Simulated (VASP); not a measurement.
# SnO2 (Fm-3m) in VASP: a series of runs

SnO2 is run at these levels: PBEsol, LDA, PBE; tasks: single point.

Program: VASP 6.6.1. These are calculated values, not measurements. Logs are shortened: lines on timing, memory, paths and dates and some standing lists are left out, and cuts for length are marked.

### Step 1. The cell of the first run

It takes space group Fm-3m (No. 225, cubic). The conventional cell has a = 5.216 Å, b = 5.216 Å, c = 5.216 Å, α = 90.00°, β = 90.00°, γ = 90.00°. Within 3.0 Å of Sn (site symmetry m-3m) lie 8 O at 2.26 Å. Within 3.0 Å of O (site symmetry -43m) lie 4 Sn at 2.26 Å and 6 O at 2.61 Å.

### Step 2. Single point, PBEsol (volume scaled by 1.04)

Input file INCAR:

```
SYSTEM = SnO2
PREC     = Accurate       ! precision mode
ENCUT    = 520            ! plane-wave cutoff, eV
EDIFF    = 1E-7           ! SCF threshold, eV
ISMEAR   = -1             ! smearing method
SIGMA    = 0.05           ! smearing width, eV
LREAL    = .FALSE.        ! projectors in reciprocal space
LASPH    = .TRUE.         ! aspherical terms in the spheres
NELM     = 100            ! most SCF steps
ALGO     = Normal         ! electronic algorithm
ISIF     = 2              ! what is computed and relaxed
LWAVE    = .FALSE.        ! write WAVECAR
LCHARG   = .FALSE.        ! write CHGCAR
GGA      = PS             ! functional
NBANDS   = 20             ! bands
```

Input file KPOINTS:

```
regular mesh
0
G
  9 9 9
  0 0 0
```

Input file POSCAR:

```
SnO2
1.0
    0.0000000000      2.6080242793      2.6080242793
    2.6080242793      0.0000000000      2.6080242793
    2.6080242793      2.6080242793      0.0000000000
Sn O
1 2
Direct
    0.0000000000      0.0000000000      0.0000000000
    0.7500000000      0.7500000000      0.7500000000
    0.2500000000      0.2500000000      0.2500000000
```

Potentials or basis: VASP PAW PBE potentials, release 64 (Sn_d, O).

Started as:

```
> cat potpaw_PBE.64/Sn_d/POTCAR potpaw_PBE.64/O/POTCAR > POTCAR
> mpirun -np 1 vasp_std > vasp.out
```

OUTCAR:

```text
SYSTEM = SnO2
   PREC = Accurate
   ENCUT = 520
   EDIFF = 1E-7
   ISMEAR = -1
   LREAL = .FALSE.
   LASPH = .TRUE.
   NELM = 100
   ISIF = 2
   GGA = PS

 ion  position               nearest neighbor table
   1  0.000  0.000  0.000-   2 2.26   2 2.26   2 2.26   2 2.26   3 2.26   3 2.26   3 2.26   3 2.26

   2  0.750  0.750  0.750-   1 2.26   1 2.26   1 2.26   1 2.26
   3  0.250  0.250  0.250-   1 2.26   1 2.26   1 2.26   1 2.26

  LATTYP: Found a face centered cubic cell.
 ALAT       =     5.2160485586

  Lattice vectors:

 A1 = (   0.0000000000,   2.6080242793,   2.6080242793)
 A2 = (   2.6080242793,   0.0000000000,   2.6080242793)
 A3 = (   2.6080242793,   2.6080242793,   0.0000000000)

Analysis of symmetry for initial positions (statically):
=====================================================================
 Subroutine PRICEL returns:
 Original cell was already a primitive cell.

 Routine SETGRP: Setting up the symmetry group for a
 face centered cubic supercell.

 Subroutine GETGRP returns: Found 48 space group operations
 (whereof 48 operations were pure point group operations)
 out of a pool of 48 trial point group operations.

The static configuration has the point symmetry O_h .

Analysis of symmetry for dynamics (positions and initial velocities):
=====================================================================
 Subroutine PRICEL returns:
 Original cell was already a primitive cell.

 Routine SETGRP: Setting up the symmetry group for a
 face centered cubic supercell.

 Subroutine GETGRP returns: Found 48 space group operations
 (whereof 48 operations were pure point group operations)
 out of a pool of 48 trial point group operations.

The dynamic configuration has the point symmetry O_h .

 Subroutine INISYM returns: Found 48 space group operations
 (whereof 48 operations are pure point group operations),
 and found     1 'primitive' translations

----------------------------------------------------------------------------------------

                                     Primitive cell

  volume of cell :      35.4785

  direct lattice vectors                    reciprocal lattice vectors
     0.000000000  2.608024279  2.608024279    -0.191716007  0.191716007  0.191716007
     2.608024279  0.000000000  2.608024279     0.191716007 -0.191716007  0.191716007
     2.608024279  2.608024279  0.000000000     0.191716007  0.191716007 -0.191716007

  length of vectors
     3.688303307  3.688303307  3.688303307     0.332061864  0.332061864  0.332061864

  position of ions in fractional coordinates (direct lattice)
     0.000000000  0.000000000  0.000000000
     0.750000000  0.750000000  0.750000000
     0.250000000  0.250000000  0.250000000

  ion indices of the primitive-cell ions
   primitive index   ion index
                 1           1
                 2           2
                 3           3

----------------------------------------------------------------------------------------

 KPOINTS: regular mesh

Automatic generation of k-mesh.
 Grid dimensions read from file:
 generate k-points for:    9    9    9

 Generating k-lattice:

  Cartesian coordinates                     Fractional coordinates (reciprocal lattice)
    -0.021301779  0.021301779  0.021301779     0.111111111  0.000000000  0.000000000
     0.021301779 -0.021301779  0.021301779     0.000000000  0.111111111  0.000000000
     0.021301779  0.021301779 -0.021301779     0.000000000  0.000000000  0.111111111

  Length of vectors
     0.036895763  0.036895763  0.036895763

  Shift w.r.t. Gamma in fractional coordinates (k-lattice)
     0.000000000  0.000000000  0.000000000

 Subroutine IBZKPT returns following result:
 ===========================================

 Found     35 irreducible k-points:

 Following reciprocal coordinates:
            Coordinates               Weight
  0.000000  0.000000  0.000000      1.000000
  0.111111  0.000000  0.000000      8.000000
  0.222222  0.000000  0.000000      8.000000
  0.333333  0.000000  0.000000      8.000000
  0.444444  0.000000  0.000000      8.000000
  0.111111  0.111111  0.000000      6.000000
[... 16 lines left out ...]
 -0.333333  0.333333  0.000000     12.000000
  0.444444  0.444444  0.000000      6.000000
 [... further k-points ...]
   k-points           NKPTS =     35   k-points in BZ     NKDIM =     35   number of bands    NBANDS=     20
   number of dos      NEDOS =    301   number of ions     NIONS =      3
   total plane-waves  NPLWV =  21952
   dimension x,y,z NGX =    28 NGY =   28 NGZ =   28
   dimension x,y,z NGXF=    56 NGYF=   56 NGZF=   56
   ions per type =               1   2
   NGX,Y,Z   is equivalent  to a cutoff of  12.62, 12.62, 12.62 a.u.
   NGXF,Y,Z  is equivalent  to a cutoff of  25.24, 25.24, 25.24 a.u.
 SYSTEM =  SnO2
   PREC   = accura    normal or accurate (medium, high low for compatibility)
   ISTART =      0    job   : 0-new  1-cont  2-samecut
   ICHARG =      2    charge: 1-file 2-atom 10-const
   ISPIN  =      1    spin polarized calculation?
   LNONCOLLINEAR =      F non collinear calculations
   LSORBIT =      F    spin-orbit coupling
   LASPH  =      T    aspherical Exc in radial PAW
   ENCUT  =  520.0 eV  38.22 Ry    6.18 a.u.   6.86  6.86  6.86*2*pi/ulx,y,z
   NELM   =    100;   NELMIN=  2; NELMDL= -5     # of ELM steps
   EDIFF  = 0.1E-06   stopping-criterion for ELM
   LREAL  =      F    real-space projection
   EDIFFG = 0.1E-05   stopping-criterion for IOM
   NSW    =      0    number of steps for IOM
   IBRION =     -1    ionic relax: 0-MD 1-quasi-New 2-CG
   NFREE  =      0    steps in history (QN), initial steepest desc. (CG)
   ISIF   =      2    stress and relaxation
   ISYM   =      2    0-nonsym 1-usesym 2-fastsym
   POTIM  = 0.5000    time-step for ionic-motion
   TEBEG  =    0.0;   TEEND  =   0.0 temperature during run
   PSTRESS=    0.0 pullay stress
   NELECT =      26.0000    total number of electrons
   NUPDOWN=      -1.0000    fix difference up-down
   EMIN   =  10.00;   EMAX   =-10.00  energy-range for DOS
   EFERMI =   0.00;   METHOD = LEGACY
   ISMEAR =    -1;   SIGMA  =   0.05  broadening in eV -4-tet -1-fermi 0-gaus
   EFERMI_NEDOS =   21; number of points for ismear=-14 and -15
   IALGO  =     38    algorithm
   IMIX   =      4    mixing-type and parameters
[... 10 lines left out ...]
   LEPSILON=     F    determine dielectric tensor
   LRPA    =     F    only Hartree local field effects (RPA)
 non-spin polarized calculation
  energy-cutoff  :      520.00
  volume of cell :       35.48
 maximum number of plane-waves:       966
   NGX = 13   NGY = 13   NGZ = 13

 number of electron      26.0000011 magnetization

 Free energy of the ion-electron system (eV)
  ---------------------------------------------------
  ext. energy  EPLUGINS =         0.00000000
  ---------------------------------------------------
  free energy    TOTEN  =       -19.07238825 eV

  energy without entropy =      -19.07160076  energy(sigma->0) =      -19.07199451

 E-fermi :   6.8110     XC(G=0): -11.7274

 val. band max:        6.5994490667   @ k =  -0.4444   0.4444   0.0000
 cond. band min:       7.4193611341   @ k =   0.1111   0.0000   0.0000
 fundamental gap:      0.8199120674
 Fermi energy:         6.8109948895

 k-point     1 :       0.0000    0.0000    0.0000
  band No.  band energies     occupation
      1     -13.7823      2.00000
      2     -13.7823      2.00000
      3     -13.7823      2.00000
      4     -13.6756      2.00000
      5     -13.6756      2.00000
      6     -12.2620      2.00000
[... 12 lines left out ...]
     19      21.3803      0.00000
     20      21.3803      0.00000

 k-point     2 :       0.1111    0.0000    0.0000
  band No.  band energies     occupation
      1     -13.8172      2.00000
      2     -13.7750      2.00000
      3     -13.7750      2.00000
      4     -13.6758      2.00000
      5     -13.6758      2.00000
      6     -12.1479      2.00000
[... 12 lines left out ...]
     19      21.3915      0.00000
     20      21.3915      0.00000

 k-point     3 :       0.2222    0.0000    0.0000
  band No.  band energies     occupation
      1     -13.9142      2.00000
      2     -13.7600      2.00000
      3     -13.7600      2.00000
      4     -13.6725      2.00000
      5     -13.6725      2.00000
      6     -11.7952      2.00000
[... 12 lines left out ...]
     19      21.4250      0.00000
     20      21.5917      0.00000

 k-point     4 :       0.3333    0.0000    0.0000
  band No.  band energies     occupation
      1     -14.0309      2.00000
      2     -13.7509      2.00000
      3     -13.7509      2.00000
      4     -13.6605      2.00000
      5     -13.6605      2.00000
      6     -11.2273      2.00000
[... 12 lines left out ...]
     19      21.4366      0.00000
     20      21.8722      0.00000

 k-point     5 :       0.4444    0.0000    0.0000
  band No.  band energies     occupation
      1     -14.1076      2.00000
      2     -13.7495      2.00000
      3     -13.7495      2.00000
      4     -13.6482      2.00000
      5     -13.6482      2.00000
      6     -10.5660      2.00000
[... 12 lines left out ...]
     19      21.3795      0.00000
     20      21.3970      0.00000

 k-point     6 :       0.1111    0.1111    0.0000
  band No.  band energies     occupation
      1     -13.8342      2.00000
      2     -13.7682      2.00000
      3     -13.7682      2.00000
      4     -13.6811      2.00000
      5     -13.6715      2.00000
      6     -12.1153      2.00000
[... 12 lines left out ...]
     19      21.4123      0.00000
     20      21.5394      0.00000

 k-point     7 :       0.2222    0.1111    0.0000
  band No.  band energies     occupation
      1     -13.9013      2.00000
      2     -13.7631      2.00000
      3     -13.7520      2.00000
      4     -13.6852      2.00000
      5     -13.6664      2.00000
      6     -11.8527      2.00000
[... 12 lines left out ...]
     19      21.6971      0.00000
     20      22.3556      0.00000
[... 277 lines left out ...]
 k-point    20 :       0.3333    0.3333    0.0000
  band No.  band energies     occupation
      1     -14.1030      2.00000
      2     -13.7149      2.00000
      3     -13.6895      2.00000
      4     -13.6895      2.00000
      5     -13.6493      2.00000
      6     -11.1782      2.00000
[... 12 lines left out ...]
     19      22.7226      0.00000
     20      24.8133      0.00000

 k-point    21 :       0.4444    0.3333    0.0000
  band No.  band energies     occupation
      1     -14.1375      2.00000
      2     -13.7204      2.00000
      3     -13.7088      2.00000
      4     -13.6786      2.00000
      5     -13.6443      2.00000
      6     -10.8308      2.00000
[... 12 lines left out ...]
     19      23.0950      0.00000
     20      24.3154      0.00000

 k-point    22 :      -0.4444    0.3333    0.0000
  band No.  band energies     occupation
      1     -14.1080      2.00000
      2     -13.7948      2.00000
      3     -13.7122      2.00000
      4     -13.6782      2.00000
      5     -13.6497      2.00000
      6     -10.3711      2.00000
[... 12 lines left out ...]
     19      22.9423      0.00000
     20      24.4790      0.00000

 k-point    23 :      -0.3333    0.3333    0.0000
  band No.  band energies     occupation
      1     -14.0225      2.00000
      2     -13.8940      2.00000
      3     -13.6983      2.00000
      4     -13.6855      2.00000
      5     -13.6660      2.00000
      6      -9.9197      2.00000
[... 12 lines left out ...]
     19      22.0449      0.00000
     20      25.0200      0.00000

 k-point    24 :       0.4444    0.4444    0.0000
  band No.  band energies     occupation
      1     -14.1920      2.00000
      2     -13.7277      2.00000
      3     -13.6611      2.00000
      4     -13.6611      2.00000
      5     -13.6416      2.00000
      6     -10.7696      2.00000
[... 12 lines left out ...]
     19      23.4241      0.00000
     20      23.6071      0.00000

 [... further k-points ...]

------------------------ aborting loop because EDIFF is reached ----------------------------------------

  FORCE on cell =-STRESS in cart. coord.  units (eV):
  Direction    XX          YY          ZZ          XY          YZ          ZX
  --------------------------------------------------------------------------------------
  -------------------------------------------------------------------------------------
  Total       -2.8331248     -2.8331248     -2.8331248      0.0000000      0.0000000      0.0000000
  in kB     -127.9414885   -127.9414885   -127.9414885      0.0000000      0.0000000      0.0000000
  external PRESSURE =    -127.9414885 kB  Pullay stress =       0.0000000 kB

 VOLUME and BASIS-vectors are now :
 -----------------------------------------------------------------------------
  energy-cutoff  :      520.00
  volume of cell :       35.48
      direct lattice vectors                 reciprocal lattice vectors
     0.000000000  2.608024279  2.608024279    -0.191716007  0.191716007  0.191716007
     2.608024279  0.000000000  2.608024279     0.191716007 -0.191716007  0.191716007
     2.608024279  2.608024279  0.000000000     0.191716007  0.191716007 -0.191716007

 POSITION                                       TOTAL-FORCE (eV/Angst)
 -----------------------------------------------------------------------------------
      0.00000      0.00000      0.00000        -0.000000      0.000000      0.000000
      3.91204      3.91204      3.91204         0.000000      0.000000     -0.000000
      1.30401      1.30401      1.30401         0.000000     -0.000000     -0.000000
 -----------------------------------------------------------------------------------
    total drift:                                0.000000     -0.000000      0.000000

  FREE ENERGIE OF THE ION-ELECTRON SYSTEM (eV)
  ---------------------------------------------------
  free  energy   TOTEN  =       -19.0723882525 eV

  energy  without entropy=      -19.0716007576  energy(sigma->0) =      -19.07199451
```

It took 38 s on 1 thread of Intel Xeon Platinum 8488C (Sapphire Rapids), shared host; peak memory 0.17 GiB.

What came out:

* Free energy: -19.0724 eV
* Pressure: -12.8 GPa
* Band gap on the k mesh: zero (band 13 reaches 6.60 eV, above the bottom of band 14 at 6.05 eV)

Caveat: the PAW data sets were made with another functional, which shifts forces and pressure a little; spin-orbit coupling is left out, which moves the levels of the heavy elements.

### Step 3. Single point, LDA (volume scaled by 1.06)

Input file INCAR:

```
SYSTEM = SnO2
PREC = Accurate
ENCUT = 520
EDIFF = 1E-6
ISMEAR = -1
SIGMA = 0.05
LREAL = .FALSE.
LASPH = .TRUE.
NELM = 80
ALGO = Normal
ISIF = 2
LWAVE = .FALSE.
LCHARG = .FALSE.
NBANDS = 20
```

KPOINTS is that of step 2.

Input file POSCAR:

```
SnO2
1.0
    0.0000000000      2.6246363468      2.6246363468
    2.6246363468      0.0000000000      2.6246363468
    2.6246363468      2.6246363468      0.0000000000
Sn O
1 2
Direct
    0.0000000000      0.0000000000      0.0000000000
    0.7500000000      0.7500000000      0.7500000000
    0.2500000000      0.2500000000      0.2500000000
```

Potentials or basis: VASP PAW LDA potentials, release 64 (Sn_d, O).

Started as:

```
> cat potpaw_LDA.64/Sn_d/POTCAR potpaw_LDA.64/O/POTCAR > POTCAR
> mpirun -np 1 vasp_std > vasp.out
```

It took 32 s on 1 thread of Intel Xeon Platinum 8488C (Sapphire Rapids), shared host; peak memory 0.15 GiB.

It converged, with:

```yaml
Free_energy: -20.2371 eV
Pressure: -19.9 GPa
Band_gap_on_the_k_mesh: zero (band 13 reaches 6.18 eV, above the bottom of band 14 at 5.46 eV)
```

Levels at points of the mesh, in eV from the Fermi level:
| k point | band 10 | band 11 | band 12 | band 13 | band 14 | band 15 | band 16 | band 17 |
| --- | --- | --- | --- | --- | --- | --- | --- | --- |
| (0.00, 0.00, 0.00) | -2.78 | -1.37 | -1.37 | -1.37 | -0.93 | 6.38 | 6.38 | 6.38 |

Caveat: spin-orbit coupling is left out, which moves the levels of the heavy elements.

### Step 4. Single point, PBEsol (volume scaled by 1.06)

INCAR, as its differences from that of step 3:

```diff
@@ -13,2 +13,3 @@
 LCHARG = .FALSE.
+GGA = PS
 NBANDS = 20
```

KPOINTS is that of step 3.

POSCAR is that of step 3.

Potentials or basis: VASP PAW PBE potentials, release 64 (Sn_d, O).

Started as:

```
> cat potpaw_PBE.64/Sn_d/POTCAR potpaw_PBE.64/O/POTCAR > POTCAR
> mpirun -np 1 vasp_std > vasp.out
```

Run time: 32 s. Hardware: 1 thread of Intel Xeon Platinum 8488C (Sapphire Rapids), shared host; peak memory 0.17 GiB.

Results (log left out):

* Free energy: -19.0134 eV
* Pressure: -15.4 GPa
* Band gap on the k mesh: zero (band 13 reaches 6.35 eV, above the bottom of band 14 at 5.63 eV)

Levels at points of the mesh, in eV from the Fermi level:
| k point | band 9 | band 10 | band 11 | band 12 | band 13 | band 14 | band 15 | band 16 | band 17 | band 18 |
| --- | --- | --- | --- | --- | --- | --- | --- | --- | --- | --- |
| (0.00, 0.00, 0.00) | -2.78 | -2.78 | -1.37 | -1.37 | -1.37 | -0.93 | 6.48 | 6.48 | 6.48 | 12.40 |

Caveat: the PAW data sets were made with another functional, which shifts forces and pressure a little; spin-orbit coupling is left out, which moves the levels of the heavy elements.

### Step 5. Single point, PBE (volume scaled by 0.96)

Input file INCAR:

```
  PREC = Accurate
  ENCUT = 520
  EDIFF = 1E-6
  ISMEAR = -1
  SIGMA = 0.05
  LREAL = False
  LASPH = True
  NELM = 60
  ALGO = Normal
  ISIF = 2
  LWAVE = False
  LCHARG = False
  GGA = PE
  NBANDS = 20
```

Input file KPOINTS:

```
Automatic mesh
0
Gamma
  9 9 9
```

Input file POSCAR:

```
SnO2
1.0
    0.0000000000      2.5393599245      2.5393599245
    2.5393599245      0.0000000000      2.5393599245
    2.5393599245      2.5393599245      0.0000000000
Sn O
1 2
Direct
    0.0000000000      0.0000000000      0.0000000000
    0.7500000000      0.7500000000      0.7500000000
    0.2500000000      0.2500000000      0.2500000000
```

Started as:

```
> cat potpaw_PBE.64/Sn_d/POTCAR potpaw_PBE.64/O/POTCAR > POTCAR
> mpirun -np 1 vasp_std > vasp.out
```

Run time: 22 s. Hardware: 1 thread of Intel Xeon Platinum 8259CL at 2.50GHz (Skylake/Cascade Lake), shared host; peak memory 0.16 GiB.

It converged, with:

```
Free energy            : -17.8805 eV
Pressure               : 8.5 GPa
Band gap on the k mesh : 0.30 eV, indirect (least direct gap 1.60 eV)
```

Levels at points of the mesh, in eV from the valence-band top:
| k point | band 9 | band 10 | band 11 | band 12 | band 13 | band 14 | band 15 | band 16 | band 17 | band 18 |
| --- | --- | --- | --- | --- | --- | --- | --- | --- | --- | --- |
| (0.00, 0.00, 0.00) | -2.83 | -2.83 | -1.30 | -1.30 | -1.30 | 0.30 | 7.20 | 7.20 | 7.20 | 13.56 |

Caveat: spin-orbit coupling is left out, which moves the levels of the heavy elements. A k mesh can miss the band edges.

### Step 6. Summary

| level | potentials or basis | cell | gap on the mesh (eV) | pressure (GPa) |
| --- | --- | --- | --- | --- |
| PBEsol | VASP PAW PBE potentials, release 64 (Sn_d, O) | a = 3.688 Å, angles 60.0°, 3 atoms | none | -12.8 |
| LDA | VASP PAW LDA potentials, release 64 (Sn_d, O) | a = 3.712 Å, angles 60.0°, 3 atoms | none | -19.9 |
| PBEsol | VASP PAW PBE potentials, release 64 (Sn_d, O) | a = 3.712 Å, angles 60.0°, 3 atoms | none | -15.4 |
| PBE | VASP PAW PBE potentials, release 64 (Sn_d, O) | a = 3.591 Å, angles 60.0°, 3 atoms | 0.30 | 8.5 |

Alike in all rows: task single point; no spin polarisation; k mesh 9 × 9 × 9; cutoff (eV) 520; smearing fermi-dirac 0.05 eV.

Caveats: spin-orbit coupling is left out, which moves the levels of the heavy elements; the PAW data sets were made with another functional, which shifts forces and pressure a little (some runs).

Total energies depend on the potentials used, so only differences within one code and one set of settings carry meaning.
